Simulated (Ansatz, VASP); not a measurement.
# W in VASP and in Ansatz

```
W
1.0
    -1.59238    1.59238    1.59238
     1.59238   -1.59238    1.59238
     1.59238    1.59238   -1.59238
W
1
Direct
  0.00000 0.00000 0.00000
```

Alike in both runs: task single point; functional PBE; k mesh 8 × 8 × 8; occupations gaussian, width 0.05 eV; no spin polarisation.

```csv
,VASP,Ansatz
version,VASP 6.6.1,Ansatz 0.2.0
potentials or method,"VASP PAW PBE potentials, release 64 (W_sv), cutoff 500 eV","scalar-relativistic, plane waves, PAW"
valence electrons in the cell,14,14
```

VASP gave:

```
gap on the k mesh at the Fermi level (eV) : none
pressure (GPa)                            : 0.5
```

Estimate Ansatz's values.

gap on the k mesh at the Fermi level (eV): none; pressure (GPa): 0.0.

A gap of «none» marks a metal or a gap that the smearing closes. The functional is the same, so the differences come from potentials, cutoffs and numerics.

Spin-orbit coupling is off throughout.
